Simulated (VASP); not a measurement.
Write the native input for VASP 6.6.1 that does the following.

| Item | Value |
| --- | --- |
| Task | relaxation of cell and atoms |
| Functional | PBEsol |
| Potentials or basis | VASP PAW PBE potentials, release 64 (Ba_sv, Ti_sv, O) |
| Cutoff | 600 eV |
| k mesh | 10 × 10 × 10 |
| Occupations | gaussian, width 0.02 eV |
| Spin | no spin polarisation |
| Dipole correction | no |
| Further INCAR settings | ALGO = Normal; EDIFF = 1e-07; IBRION = 2; EDIFFG = -0.002; NSW = 100; ISIF = 3 |

The structure of BaTiO3 lies in POSCAR:

```
BaTiO3
1.0
    3.9833338700      0.0000000000      0.0000000000
    0.0000000000      2.8625951100      2.8753395300
    0.0000000000     -2.8625951100      2.8753395300
Ba Ti O
1 1 3
Direct
    0.0000000000      0.0034138500      0.0034138500
    0.5000000000      0.5185038200      0.5185038200
    0.5000000000      0.9784256700      0.4913519000
    0.5000000000      0.4913519000      0.9784256700
    0.0000000000      0.4882047600      0.4882047600
```

The input as run:

INCAR

```
SYSTEM = BaTiO3
PREC = Accurate
ENCUT = 600
EDIFF = 1E-7
ISMEAR = 0
SIGMA = 0.02
LREAL = .FALSE.
LASPH = .TRUE.
NELM = 120
ALGO = Normal
ISIF = 3
LWAVE = .FALSE.
LCHARG = .FALSE.
GGA = PS
IBRION = 2
NSW = 100
EDIFFG = -0.002
GGA_COMPAT = .FALSE.
NELMIN = 4
```

KPOINTS

```
Automatic mesh
0
G
  10 10 10
  0 0 0
```

Potentials or basis: VASP PAW PBE potentials, release 64 (Ba_sv, Ti_sv, O).

The run is started by

```bash
$ cat potpaw_PBE.64/Ba_sv/POTCAR potpaw_PBE.64/Ti_sv/POTCAR potpaw_PBE.64/O/POTCAR > POTCAR
$ mpirun -np 1 vasp_std > vasp.out
```

It gave:

The relaxed volume is 12.83 Å³/atom, the relaxed cell is a = 3.960 Å, b = 4.025 Å, c = 4.025 Å, α = 89.78°, β = 90.00°, γ = 90.00° and the space group after relaxing (to 0.1 Å) is Amm2 (No. 38). The energy gained by relaxing is 2.6 meV/atom, the ionic steps are 15 and the pressure after relaxing is 0.0 GPa. The band gap on the k mesh is 2.10 eV (least direct gap 2.47 eV).

Caveat: the PAW data sets were made with another functional, which shifts forces and pressure a little; spin-orbit coupling is left out, which moves the levels of the heavy elements.

It took 42 min on 1 thread of Oxide Virtual Turin-like Processor, on a shared host, peak memory 0.45 GiB.
